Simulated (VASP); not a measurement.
Pb2Se:

```
Pb Se
1.0
     7.36750    0.00000    0.00000
     0.00000    7.36750    0.00000
     0.00000    0.00000    4.01108
Pb Se
4 2
Direct
  0.28422 0.28422 0.00000
  0.21578 0.78422 0.50000
  0.71578 0.71578 0.00000
  0.78422 0.21578 0.50000
  0.00000 0.00000 0.00000
  0.50000 0.50000 0.50000
```

- Program: VASP 6.6.1
- Task: relaxation of cell and atoms
- Functional: PBE
- Potentials or basis: VASP PAW PBE potentials, release 64 (Pb_d, Se)
- Cutoff: 600 eV
- k mesh: 6 × 6 × 10
- Occupations: gaussian, width 0.1 eV
- Spin: no spin polarisation

At the start: pressure 0.2 GPa; volume 36.29 Å³/atom.

Question: Where does the relaxation end?

Answer: Over 15 steps the energy falls by 2.0 meV/atom and the volume is 36.32 Å³/atom (+0.1 %); space group P4_2/mnm (No. 136, to 0.1 Å) before and after.

Step by step:
| step | energy change (eV) | largest force (eV/Å) | pressure (GPa) | volume (Å³) |
| --- | --- | --- | --- | --- |
| 1 | 0.0000 | 0.0162 | 0.23 | 217.72 |
| 2 | -0.0039 | 0.0140 | -0.04 | 219.34 |
| 3 | -0.0045 | 0.0138 | -0.25 | 220.61 |
| 4 | -0.0075 | 0.0224 | -0.23 | 220.15 |
| 5 | -0.0108 | 0.0414 | -0.11 | 218.71 |
| 6 | -0.0109 | 0.0417 | -0.12 | 218.96 |
| 7 | -0.0116 | 0.0317 | 0.07 | 217.78 |
| 8 | -0.0116 | 0.0385 | 0.02 | 217.88 |
| 9 | -0.0116 | 0.0294 | 0.05 | 217.82 |
| 10 | -0.0119 | 0.0215 | 0.04 | 217.97 |
| 11 | -0.0121 | 0.0086 | -0.06 | 218.37 |
| 12 | -0.0122 | 0.0078 | -0.03 | 218.21 |
| 13 | -0.0122 | 0.0016 | -0.03 | 218.23 |
| 14 | -0.0122 | 0.0092 | -0.03 | 218.22 |
| 15 | -0.0123 | 0.0032 | 0.01 | 217.89 |

Final structure:
```cif
data_structure
_symmetry_space_group_name_H-M 'P 1'
_symmetry_Int_Tables_number 1
_cell_length_a 7.4637
_cell_length_b 7.4637
_cell_length_c 3.9114
_cell_angle_alpha 90.000
_cell_angle_beta 90.000
_cell_angle_gamma 90.000
_cell_volume 217.89
loop_
_atom_site_label
_atom_site_type_symbol
_atom_site_fract_x
_atom_site_fract_y
_atom_site_fract_z
_atom_site_occupancy
Pb1 Pb 0.28253 0.28253 0.00000 1
Pb2 Pb 0.21747 0.78253 0.50000 1
Pb3 Pb 0.71747 0.71747 0.00000 1
Pb4 Pb 0.78253 0.21747 0.50000 1
Se1 Se 0.00000 0.00000 0.00000 1
Se2 Se 0.50000 0.50000 0.50000 1
```
